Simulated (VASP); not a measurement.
Crystal: BiO5.

```xyz
6
Lattice="0.0000 3.1616 3.1616 3.1616 0.0000 3.1616 3.1616 3.1616 0.0000" Properties=species:S:1:pos:R:3 pbc="T T T"
Bi    3.1616    3.1616    3.1616
O     2.4155    2.4155    0.7461
O     2.4155    0.7461    2.4155
O     4.7424    4.7424    4.7424
O     0.7461    0.7461    0.7461
O     0.7461    2.4155    2.4155
```

- Program: VASP 6.6.1
- Task: relaxation of cell and atoms
- Functional: PBE
- Potentials or basis: VASP PAW PBE potentials, release 64 (Bi_d, O)
- Cutoff: 600 eV
- k mesh: 6 × 6 × 6
- Occupations: gaussian, width 0.1 eV
- Spin: no spin polarisation

At the start: pressure -0.8 GPa; volume 10.53 Å³/atom.

Problem. How do energy, volume and symmetry change on relaxing?

Solution. Over 5 steps the energy falls by 3.2 meV/atom and the volume is 10.46 Å³/atom (-0.7 %); space group F-43m (No. 216, to 0.05 Å).

The path:
```csv
step,energy change (eV),largest force (eV/Å),pressure (GPa),volume (Å³)
1,0.0000,0.2042,-0.75,63.20
2,-0.0081,0.1595,0.11,62.75
3,-0.0123,0.0976,1.43,62.11
4,-0.0173,0.0494,0.69,62.42
5,-0.0192,0.0051,-0.06,62.76
```

Final structure:
```xyz
6
Lattice="0.0000 3.1542 3.1542 3.1542 0.0000 3.1542 3.1542 3.1542 0.0000" Properties=species:S:1:pos:R:3 pbc="T T T"
Bi    3.1542    3.1542    3.1542
O     2.3837    2.3837    0.7706
O     2.3837    0.7706    2.3837
O     4.7314    4.7314    4.7314
O     0.7706    0.7706    0.7706
O     0.7706    2.3837    2.3837
```

Caveat: an odd number of electrons without spin polarisation forces a metal; a magnetic or distorted state may lie lower.
